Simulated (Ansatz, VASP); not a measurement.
# Au in VASP and in Ansatz

File INCAR:

```
SYSTEM = Au
PREC     = Accurate       ! precision mode
ENCUT    = 520            ! plane-wave cutoff, eV
EDIFF    = 1E-6           ! SCF threshold, eV
ISMEAR   = 1              ! smearing method
SIGMA    = 0.3            ! smearing width, eV
LREAL    = .False.        ! projectors in reciprocal space
LASPH    = .True.         ! aspherical terms in the spheres
NELM     = 80             ! most SCF steps
ALGO     = Fast           ! electronic algorithm
ISIF     = 2              ! what is computed and relaxed
LWAVE    = .False.        ! write WAVECAR
LCHARG   = .False.        ! write CHGCAR
GGA      = PE             ! functional
NBANDS   = 18             ! bands
```

KPOINTS

```
regular mesh
0
Gamma
  16 16 10
  0 0 0
```

Contents of POSCAR:

```
Au
1.0
    1.4113099650     -2.5559330250      0.0000000000
    1.4113099650      2.5559330250      0.0000000000
    0.0000000000      0.0000000000      4.8931696100
Au
2
Direct
    0.6653279700      0.3346720300      0.2500000000
    0.3346720300      0.6653279700      0.7500000000
```

Input for Ansatz:

```yaml
crystal:
  lattice:
    - [1.411309965, -2.555933025, 0.0]
    - [1.411309965, 2.555933025, 0.0]
    - [0.0, 0.0, 4.89316961]
  atoms:
    - { symbol: Au, position: [0.66532797, 0.33467203, 0.25] }
    - { symbol: Au, position: [0.33467203, 0.66532797, 0.75] }
basis:
  ecutwfc: 420
kpoints:
  mp_grid: { grid: [16, 16, 10] }
hamiltonian:
  xc: pbe
scf:
  occupations: { method: methfessel_paxton, width: 0.3 }
output:
  forces: true
  stress: true
  eigenvalues: true
```

Alike in both runs: task single point; functional PBE; k mesh 16 × 16 × 10; occupations methfessel-paxton of order 1, width 0.3 eV; no spin polarisation.

|  | VASP | Ansatz |
| --- | --- | --- |
| version | VASP 6.6.1 | Ansatz 0.2.0 |
| potentials or method | VASP PAW PBE potentials, release 64 (Au), cutoff 520 eV | scalar-relativistic, plane waves, PAW |
| valence electrons in the cell | 22 | 38 |

```tsv
	VASP	Ansatz	Ansatz less VASP
gap on the k mesh at the Fermi level (eV)	none	none	-
pressure (GPa)	3.0	3.1	+0.19
traceless stress, the component that is largest in VASP (GPa)	1.37	1.38	+0.013
rms of the force components (eV/Å)	0.010	0.010	-0.0002
```

Atom by atom the forces differ by 0.000 eV/Å (rms over components). A gap of «none» marks a metal or a gap that the smearing closes. VASP's potentials hold 22 valence electrons a cell and Ansatz's 38, so a difference there can come from the potentials and not from the codes.

Neither program's run includes spin-orbit coupling.
